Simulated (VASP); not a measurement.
Write the native input for VASP 6.6.1 that does the following.

```yaml
Task: single point
Functional: PBE
Potentials_or_basis: VASP PAW PBE potentials, release 64 (H, Os_sv_GW)
Cutoff: 500 eV
k_mesh: 18 × 18 × 10
Occupations: gaussian, width 0.1 eV
Spin: no spin polarisation
Dipole_correction: no
Further_INCAR_settings: ALGO = Normal; EDIFF = 1e-06; NBANDS = 25
```

The structure of HOs lies in POSCAR:

```
HOs
1.0
    2.9218023676      0.0000000000      0.0000000000
   -1.4609011838      2.5303550751      0.0000000000
    0.0000000000      0.0000000000      4.8082522105
H Os
2 2
Direct
    0.3333333333      0.6666666667      1.0054799658
    0.6666666667      0.3333333333      0.5054799658
    0.3333333333      0.6666666667      0.3766200342
    0.6666666667      0.3333333333      0.8766200342
```

The input as run:

INCAR

```
PREC = Accurate
ENCUT = 500
EDIFF = 1E-6
ISMEAR = 0
SIGMA = 0.1
LREAL = False
LASPH = True
NELM = 120
ALGO = Normal
ISIF = 2
LWAVE = False
LCHARG = False
GGA = PE
NBANDS = 25
GGA_COMPAT = False
```

KPOINTS

```
Automatic mesh
0
Gamma
  18 18 10
```

Potentials or basis: VASP PAW PBE potentials, release 64 (H, Os_sv_GW).

Launch:

```bash
$ cat potpaw_PBE.64/H/POTCAR potpaw_PBE.64/Os_sv_GW/POTCAR > POTCAR
$ mpirun -np 1 vasp_std > vasp.out
```

It gave:

```yaml
Pressure: -2.1 GPa
Band_gap_on_the_k_mesh: zero (bands 17 and 18 overlap by 3.03 eV)
```

Caveat: spin-orbit coupling is left out, which moves the levels of the heavy elements.

Wall time 2 min on 1 thread of Intel(R) Xeon(R) 6975P-C (Granite Rapids), on a shared host, peak memory 0.28 GiB.
